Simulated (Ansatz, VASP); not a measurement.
## One calculation of CdF2, two programs

Contents of INCAR:

```
PREC = Accurate
ENCUT = 520
EDIFF = 1E-8
ISMEAR = -1
SIGMA = 0.02
LREAL = F
LASPH = T
NELM = 100
ALGO = Normal
ISIF = 2
LWAVE = F
LCHARG = F
GGA = CA
LEFG = T
NBANDS = 20
```

The input KPOINTS:

```
Automatic mesh
0
Gamma
  8 8 8
```

File POSCAR:

```
CdF2
1.0
    0.0000000000      2.6940000000      2.6940000000
    2.6940000000      0.0000000000      2.6940000000
    2.6940000000      2.6940000000      0.0000000000
Cd F
1 2
Direct
    0.0000000000      0.0000000000      0.0000000000
    0.2500000000      0.2500000000      0.2500000000
    0.7500000000      0.7500000000      0.7500000000
```

Input for Ansatz:

```yaml
crystal:
  lattice:
    - [0.0, 2.694, 2.694]
    - [2.694, 0.0, 2.694]
    - [2.694, 2.694, 0.0]
  atoms:
    - { symbol: Cd, position: [0.0, 0.0, 0.0] }
    - { symbol: F, position: [0.25, 0.25, 0.25] }
    - { symbol: F, position: [0.75, 0.75, 0.75] }
kpoints:
  mp_grid: { grid: [8, 8, 8] }
  band_path:
    path:
      - [0.0, 0.0, 0.0]
      - [0.5, 0.0, 0.5]
      - [0.625, 0.25, 0.625]
      - [0.375, 0.375, 0.75]
      - [0.0, 0.0, 0.0]
      - [0.5, 0.5, 0.5]
      - [0.5, 0.25, 0.75]
      - [0.5, 0.0, 0.5]
    npoints: 14
scf:
  occupations: { method: fermi_dirac, width: 0.02 }
hamiltonian:
  xc: lda
  pseudopotentials: { kind: paw }
output:
  forces: true
  stress: true
  eigenvalues: true
  efg: { contact_densities: true }
  populations: true
  bader: true
  dos: { projected: true, de: 0.2, e_range: [-14, 8] }
  write_density: true
  write_potential: true
  elf: true
  volumetric_format: npy
```

Alike in both runs: task electric field gradients; functional LDA; k mesh 8 × 8 × 8; occupations fermi-dirac, width 0.02 eV; no spin polarisation.

```csv
,VASP,Ansatz
version,VASP 6.6.1,Ansatz 0.2.0
potentials or method,"VASP PAW LDA potentials, release 64 (Cd, F)","PAW with Ansatz's default frozen-core files, scalar-relativistic"
plane-wave cutoff (eV),520,420
valence electrons in the cell,26,34
```

|  | VASP | Ansatz | Ansatz less VASP |
| --- | --- | --- | --- |
| gap on the k mesh at the Fermi level (eV) | 2.80 | 2.81 | +0.014 |
| pressure (GPa) | -4.7 | -5.7 | -0.97 |

LDA's correlation is that of Perdew and Zunger in VASP and of Perdew and Wang (1992) in Ansatz. VASP's potentials hold 26 valence electrons a cell and Ansatz's 34, so a difference there can come from the potentials and not from the codes.
